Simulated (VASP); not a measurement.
# CuSi16 (a cell with a defect) in VASP: single point with PBEsol

Aim: the single point of CuSi16 (a cell with a defect) with PBEsol.

Everything below comes from runs of VASP 6.6.1. Logs are shortened: lines on timing, memory, paths and dates and some standing lists are left out, and cuts for length are marked.

**1. The cell of the first run**

The cell holds a defect, 17 atoms: a = 7.679 Å, b = 7.679 Å, c = 7.679 Å, α = 60.00°, β = 60.00°, γ = 60.00°.

**2. Single point, PBEsol**

Input file INCAR:

```
SYSTEM = CuSi16
PREC = Accurate
ENCUT = 520
EDIFF = 1E-7
ISMEAR = -1
SIGMA = 0.05
LREAL = Auto
LASPH = .True.
NELM = 100
ALGO = Normal
ISIF = 2
LWAVE = .False.
LCHARG = .True.
GGA = PS
LELF = .True.
LVHAR = .True.
NBANDS = 52
NELECT = 74.0
```

Input file KPOINTS:

```
regular mesh
0
Gamma
  2 2 2
  0 0 0
```

Input file POSCAR:

```
CuSi16
1.0
    0.0000000000      5.4300000000      5.4300000000
    5.4300000000      0.0000000000      5.4300000000
    5.4300000000      5.4300000000      0.0000000000
Si Cu
16 1
Direct
    0.0051970499      0.0073993112     -0.0159958003
    0.1249007738      0.1272088988      0.1156852496
   -0.0118497320     -0.0107098070      0.4888805955
    0.1127350764      0.1127882604      0.6129287265
    0.0105310353      0.4998813931     -0.0008136075
    0.1440467383      0.6187246876      0.1181382631
    0.0054944847      0.4838376154      0.5069110862
    0.1248617192      0.6159720368      0.6265423100
    0.4976364733      0.0112018168     -0.0008392072
    0.6170724940      0.1434528942      0.1189511347
    0.4840577901      0.0070288357      0.5062506110
    0.6151979144      0.1270607678      0.6264341167
    0.5142193183      0.5137395301      0.0137205711
    0.6373062269      0.6384219013      0.1381771127
    0.4975732400      0.4997926080      0.5110727353
    0.6169363087      0.6194073439      0.6435208976
    0.8060945888      0.8046299060      0.3050488049
```

Potentials or basis: VASP PAW PBE potentials, release 64 (Si, Cu).

Command:

```bash
cat potpaw_PBE.64/Si/POTCAR potpaw_PBE.64/Cu/POTCAR > POTCAR
mpirun -np 1 vasp_std > vasp.out
```

OUTCAR:

```text
SYSTEM = CuSi16
   PREC = Accurate
   ENCUT = 520
   EDIFF = 1E-7
   ISMEAR = -1
   LREAL = Auto
   LASPH = .True.
   NELM = 100
   ISIF = 2
   GGA = PS
   NELECT = 74.0

 ion  position               nearest neighbor table
   1  0.005  0.007  0.984-   2 2.33   4 2.34  17 2.37  10 2.43   6 2.44
   2  0.125  0.127  0.116-   1 2.33   9 2.34   5 2.34   3 2.35
   3  0.988  0.989  0.489-   4 2.33  12 2.35   2 2.35   8 2.35
   4  0.113  0.113  0.613-   3 2.33   7 2.34   1 2.34  11 2.34
   5  0.011  0.500  0.999-   6 2.33   8 2.34   2 2.34  14 2.35
   6  0.144  0.619  0.118-   5 2.33  13 2.33  17 2.34   1 2.44   7 2.44
   7  0.005  0.484  0.507-   8 2.33   4 2.34  17 2.37  16 2.44   6 2.44
   8  0.125  0.616  0.627-   7 2.33   5 2.34  15 2.34   3 2.35
   9  0.498  0.011  0.999-  10 2.33  12 2.34   2 2.34  14 2.35
  10  0.617  0.143  0.119-   9 2.33  13 2.34  17 2.34  11 2.43   1 2.43
  11  0.484  0.007  0.506-  12 2.33   4 2.34  17 2.38  10 2.43  16 2.43
  12  0.615  0.127  0.626-  11 2.33   9 2.34  15 2.34   3 2.35
  13  0.514  0.514  0.014-  14 2.33   6 2.33  16 2.34  10 2.34
  14  0.637  0.638  0.138-  13 2.33   9 2.35  15 2.35   5 2.35
  15  0.498  0.500  0.511-  16 2.33  12 2.34   8 2.34  14 2.35
  16  0.617  0.619  0.644-  15 2.33  13 2.34  17 2.34  11 2.43   7 2.44
  17  0.806  0.805  0.305-   6 2.34  16 2.34  10 2.34   7 2.37   1 2.37  11 2.38

  LATTYP: Found a face centered cubic cell.
 ALAT       =    10.8600000000

  Lattice vectors:

 A1 = (   0.0000000000,   5.4300000000,   5.4300000000)
 A2 = (   5.4300000000,   0.0000000000,   5.4300000000)
 A3 = (   5.4300000000,   5.4300000000,   0.0000000000)

Analysis of symmetry for initial positions (statically):
=====================================================================
 Subroutine PRICEL returns:
 Original cell was already a primitive cell.

 Routine SETGRP: Setting up the symmetry group for a
 face centered cubic supercell.

 Subroutine GETGRP returns: Found  1 space group operations
 (whereof  1 operations were pure point group operations)
 out of a pool of 48 trial point group operations.

The static configuration has the point symmetry C_1 .

Analysis of symmetry for dynamics (positions and initial velocities):
=====================================================================
 Subroutine PRICEL returns:
 Original cell was already a primitive cell.

 Routine SETGRP: Setting up the symmetry group for a
 face centered cubic supercell.

 Subroutine GETGRP returns: Found  1 space group operations
 (whereof  1 operations were pure point group operations)
 out of a pool of 48 trial point group operations.

The dynamic configuration has the point symmetry C_1 .

 Subroutine INISYM returns: Found  1 space group operations
 (whereof  1 operations are pure point group operations),
 and found     1 'primitive' translations

----------------------------------------------------------------------------------------

                                     Primitive cell

  volume of cell :     320.2060

  direct lattice vectors                    reciprocal lattice vectors
     0.000000000  5.430000000  5.430000000    -0.092081031  0.092081031  0.092081031
     5.430000000  0.000000000  5.430000000     0.092081031 -0.092081031  0.092081031
     5.430000000  5.430000000  0.000000000     0.092081031  0.092081031 -0.092081031

  length of vectors
     7.679179644  7.679179644  7.679179644     0.159489025  0.159489025  0.159489025

  position of ions in fractional coordinates (direct lattice)
     0.005197050  0.007399311  0.984004200
     0.124900774  0.127208899  0.115685250
     0.988150268  0.989290193  0.488880595
     0.112735076  0.112788260  0.612928727
     0.010531035  0.499881393  0.999186393
     0.144046738  0.618724688  0.118138263
[... 9 lines left out ...]
     0.616936309  0.619407344  0.643520898
     0.806094589  0.804629906  0.305048805

  ion indices of the primitive-cell ions
   primitive index   ion index
                 1           1
                 2           2
                 3           3
                 4           4
                 5           5
                 6           6
[... 9 lines left out ...]
                16          16
                17          17

----------------------------------------------------------------------------------------

 KPOINTS: regular mesh

Automatic generation of k-mesh.
 Grid dimensions read from file:
 generate k-points for:    2    2    2

 Generating k-lattice:

  Cartesian coordinates                     Fractional coordinates (reciprocal lattice)
    -0.046040516  0.046040516  0.046040516     0.500000000  0.000000000  0.000000000
     0.046040516 -0.046040516  0.046040516     0.000000000  0.500000000  0.000000000
     0.046040516  0.046040516 -0.046040516     0.000000000  0.000000000  0.500000000

  Length of vectors
     0.079744512  0.079744512  0.079744512

  Shift w.r.t. Gamma in fractional coordinates (k-lattice)
     0.000000000  0.000000000  0.000000000

 Subroutine IBZKPT returns following result:
 ===========================================

 Found      8 irreducible k-points:

 Following reciprocal coordinates:
            Coordinates               Weight
  0.000000  0.000000  0.000000      1.000000
  0.500000  0.000000  0.000000      1.000000
  0.000000  0.500000  0.000000      1.000000
  0.000000  0.000000  0.500000      1.000000
  0.500000  0.500000  0.500000      1.000000
  0.500000  0.500000  0.000000      1.000000
  0.000000  0.500000  0.500000      1.000000
  0.500000  0.000000  0.500000      1.000000
   k-points           NKPTS =      8   k-points in BZ     NKDIM =      8   number of bands    NBANDS=     52
   number of dos      NEDOS =    301   number of ions     NIONS =     17
   total plane-waves  NPLWV = 216000
   dimension x,y,z NGX =    60 NGY =   60 NGZ =   60
   dimension x,y,z NGXF=   120 NGYF=  120 NGZF=  120
   ions per type =              16   1
   NGX,Y,Z   is equivalent  to a cutoff of  12.99, 12.99, 12.99 a.u.
   NGXF,Y,Z  is equivalent  to a cutoff of  25.98, 25.98, 25.98 a.u.
 SYSTEM =  CuSi16
   PREC   = accura    normal or accurate (medium, high low for compatibility)
   ISTART =      0    job   : 0-new  1-cont  2-samecut
   ICHARG =      2    charge: 1-file 2-atom 10-const
   ISPIN  =      1    spin polarized calculation?
   LNONCOLLINEAR =      F non collinear calculations
   LSORBIT =      F    spin-orbit coupling
   LASPH  =      T    aspherical Exc in radial PAW
   ENCUT  =  520.0 eV  38.22 Ry    6.18 a.u.  14.28 14.28 14.28*2*pi/ulx,y,z
   NELM   =    100;   NELMIN=  2; NELMDL= -5     # of ELM steps
   EDIFF  = 0.1E-06   stopping-criterion for ELM
   LREAL  =      T    real-space projection
   EDIFFG = 0.1E-05   stopping-criterion for IOM
   NSW    =      0    number of steps for IOM
   IBRION =     -1    ionic relax: 0-MD 1-quasi-New 2-CG
   NFREE  =      0    steps in history (QN), initial steepest desc. (CG)
   ISIF   =      2    stress and relaxation
   ISYM   =      2    0-nonsym 1-usesym 2-fastsym
   POTIM  = 0.5000    time-step for ionic-motion
   TEBEG  =    0.0;   TEEND  =   0.0 temperature during run
   PSTRESS=    0.0 pullay stress
   NELECT =      74.0000    total number of electrons
   NUPDOWN=      -1.0000    fix difference up-down
   EMIN   =  10.00;   EMAX   =-10.00  energy-range for DOS
   EFERMI =   0.00;   METHOD = LEGACY
   ISMEAR =    -1;   SIGMA  =   0.05  broadening in eV -4-tet -1-fermi 0-gaus
   EFERMI_NEDOS =   21; number of points for ismear=-14 and -15
   IALGO  =     38    algorithm
   IMIX   =      4    mixing-type and parameters
     AMIX     =   0.40;   BMIX     =  1.00
     AMIX_MAG =   1.60;   BMIX_MAG =  1.00
  volume/ion in A,a.u.               =      18.84       127.11
  Fermi-wavevector in a.u.,A,eV,Ry     =   1.004636  1.898488 13.732283  1.009294
  Thomas-Fermi vector in A             =   2.137265
   LORBIT       =      0    0 simple, 1 ext, 2 COOP (PROOUT), +10 PAW based schemes
   GGA     = PS    functional components
   LHFCALC =     F    Hartree Fock is set to
   AEXX    =    0.0000 exact exchange contribution
   IVDW    =     0    specifies the selected vdW correction
   LEPSILON=     F    determine dielectric tensor
   LRPA    =     F    only Hartree local field effects (RPA)
 non-spin polarized calculation
  energy-cutoff  :      520.00
  volume of cell :      320.21
 maximum number of plane-waves:      8646
 NGX is ok and might be reduce to    60
   NGX = 29   NGY = 29   NGZ = 29

 number of electron      74.0000000 magnetization

 Free energy of the ion-electron system (eV)
  ---------------------------------------------------
  ext. energy  EPLUGINS =         0.00000000
  ---------------------------------------------------
  free energy    TOTEN  =      -100.07333243 eV

  energy without entropy =     -100.04950568  energy(sigma->0) =     -100.06141905

 E-fermi :   6.3403     XC(G=0):  -9.7614

 val. band max:        6.3346168852   @ k =   0.0000   0.0000   0.0000
 cond. band min:       6.3939265989   @ k =   0.0000   0.0000   0.0000
 fundamental gap:      0.0593097137
 Fermi energy:         6.3403116877

 k-point     1 :       0.0000    0.0000    0.0000
  band No.  band energies     occupation
      1      -5.9782      2.00000
      2      -3.6154      2.00000
      3      -3.5658      2.00000
      4      -3.5647      2.00000
      5      -3.5147      2.00000
      6      -2.0176      2.00000
[... 41 lines left out ...]
     48       8.3664      0.00000
     49       8.3712      0.00000

 k-point     2 :       0.5000    0.0000    0.0000
  band No.  band energies     occupation
      1      -5.2659      2.00000
      2      -5.0600      2.00000
      3      -3.3906      2.00000
      4      -3.3010      2.00000
      5      -3.1785      2.00000
      6      -3.1390      2.00000
[... 41 lines left out ...]
     48       9.7607      0.00000
     49       9.8302      0.00000

 k-point     3 :       0.0000    0.5000    0.0000
  band No.  band energies     occupation
      1      -5.2658      2.00000
      2      -5.0600      2.00000
      3      -3.3906      2.00000
      4      -3.3018      2.00000
      5      -3.1764      2.00000
      6      -3.1409      2.00000
[... 41 lines left out ...]
     48       9.7614      0.00000
     49       9.8305      0.00000

 k-point     4 :       0.0000    0.0000    0.5000
  band No.  band energies     occupation
      1      -5.2660      2.00000
      2      -5.0597      2.00000
      3      -3.3904      2.00000
      4      -3.3023      2.00000
      5      -3.1770      2.00000
      6      -3.1407      2.00000
[... 41 lines left out ...]
     48       9.7617      0.00000
     49       9.8306      0.00000

 k-point     5 :       0.5000    0.5000    0.5000
  band No.  band energies     occupation
      1      -5.3595      2.00000
      2      -4.9599      2.00000
      3      -3.2751      2.00000
      4      -3.2733      2.00000
      5      -3.2322      2.00000
      6      -3.1501      2.00000
[... 41 lines left out ...]
     48       9.5889      0.00000
     49       9.7655      0.00000

 k-point     6 :       0.5000    0.5000    0.0000
  band No.  band energies     occupation
      1      -5.0257      2.00000
      2      -4.7760      2.00000
      3      -3.9861      2.00000
      4      -3.8430      2.00000
      5      -3.8122      2.00000
      6      -3.7882      2.00000
[... 41 lines left out ...]
     48      10.3143      0.00000
     49      10.3227      0.00000

 k-point     7 :       0.0000    0.5000    0.5000
  band No.  band energies     occupation
      1      -5.0251      2.00000
      2      -4.7767      2.00000
      3      -3.9865      2.00000
      4      -3.8424      2.00000
      5      -3.8127      2.00000
      6      -3.7877      2.00000
[... 41 lines left out ...]
     48      10.3110      0.00000
     49      10.3256      0.00000

 k-point     8 :       0.5000    0.0000    0.5000
  band No.  band energies     occupation
      1      -5.0256      2.00000
      2      -4.7762      2.00000
      3      -3.9860      2.00000
      4      -3.8427      2.00000
      5      -3.8126      2.00000
      6      -3.7881      2.00000
[... 41 lines left out ...]
     48      10.3133      0.00000
     49      10.3240      0.00000
 [bands above 49 left out]

------------------------ aborting loop because EDIFF is reached ----------------------------------------

  FORCE on cell =-STRESS in cart. coord.  units (eV):
  Direction    XX          YY          ZZ          XY          YZ          ZX
  --------------------------------------------------------------------------------------
  -------------------------------------------------------------------------------------
  Total       -5.0520897     -5.0353313     -5.0331064      0.4531256      0.4321136      0.4333658
  in kB      -25.2785493    -25.1946975    -25.1835650      2.2672516      2.1621161      2.1683815
  external PRESSURE =     -25.2189373 kB  Pullay stress =       0.0000000 kB

 VOLUME and BASIS-vectors are now :
 -----------------------------------------------------------------------------
  energy-cutoff  :      520.00
  volume of cell :      320.21
      direct lattice vectors                 reciprocal lattice vectors
     0.000000000  5.430000000  5.430000000    -0.092081031  0.092081031  0.092081031
     5.430000000  0.000000000  5.430000000     0.092081031 -0.092081031  0.092081031
     5.430000000  5.430000000  0.000000000     0.092081031  0.092081031 -0.092081031

 POSITION                                       TOTAL-FORCE (eV/Angst)
 -----------------------------------------------------------------------------------
      5.38332      5.37136      0.06840        -0.028535      0.003409      0.009930
      1.31892      1.30638      1.36896         0.006275      0.009060     -0.000725
      8.02647      8.02028     10.73750        -0.012481      0.003249     -0.002222
      3.94064      3.94035      1.22459         0.004239      0.003684      0.004958
      8.13994      5.48277      2.77154        -0.009206     -0.015292     -0.016199
      4.00117      1.42366      4.14185         0.022124      0.016111      0.007406
[... 9 lines left out ...]
      6.85770      6.84428      6.71335        -0.003152      0.032102      0.010786
      6.02556      6.03351      8.74623         0.017038     -0.049327     -0.029521
 -----------------------------------------------------------------------------------
    total drift:                               -0.006399     -0.002912     -0.002832

  FREE ENERGIE OF THE ION-ELECTRON SYSTEM (eV)
  ---------------------------------------------------
  free  energy   TOTEN  =      -100.0733324299 eV

  energy  without entropy=     -100.0495056791  energy(sigma->0) =     -100.06141905
```

Wall time 7.1 min (1 thread of AMD EPYC 7R13 (Zen 3), shared host); peak memory 0.47 GiB.

What came out:

| Property | Result |
| --- | --- |
| Free energy | -100.0733 eV |
| Largest force | 0.060 eV/Å |

Forces in eV/Å, atoms in the order of the input:
```
Si  -0.029  0.003  0.010
Si   0.006  0.009 -0.001
Si  -0.012  0.003 -0.002
Si   0.004  0.004  0.005
Si  -0.009 -0.015 -0.016
Si   0.022  0.016  0.007
Si  -0.021  0.007  0.000
Si   0.011  0.001  0.013
Si  -0.002 -0.004  0.000
Si   0.002  0.004  0.029
Si   0.024 -0.013 -0.023
Si  -0.003 -0.004 -0.004
Si  -0.006 -0.005 -0.005
Si   0.005  0.016  0.012
Si  -0.007 -0.004 -0.006
Si  -0.003  0.032  0.011
Cu   0.017 -0.049 -0.030
```

Levels at points of the mesh, in eV from the Fermi level:
```tsv
k point	band 35	band 36	band 37	band 38	band 39	band 40
(0.00, 0.00, 0.00)	-0.53	-0.20	-0.01	0.05	0.06	0.48
(0.50, 0.00, 0.00)	-0.97	-0.89	-0.72	0.58	0.97	1.04
(0.00, 0.50, 0.00)	-0.97	-0.89	-0.71	0.59	0.97	1.04
(0.00, 0.00, 0.50)	-0.97	-0.89	-0.71	0.59	0.97	1.04
(0.50, 0.50, 0.50)	-0.89	-0.51	-0.51	0.51	0.90	1.39
(0.50, 0.50, 0.00)	-1.46	-1.44	-1.15	0.65	0.77	1.82
(0.00, 0.50, 0.50)	-1.46	-1.44	-1.15	0.65	0.77	1.82
(0.50, 0.00, 0.50)	-1.46	-1.44	-1.15	0.65	0.77	1.82
```

Caveat: the k points lie up to 0.50 Å⁻¹ apart; the cell carries a net charge on a neutralising background, which shifts energy and pressure; the cell is charged against a uniform background, so pressure and absolute levels hang on convention; the PAW data sets were made with another functional, which shifts forces and pressure a little.
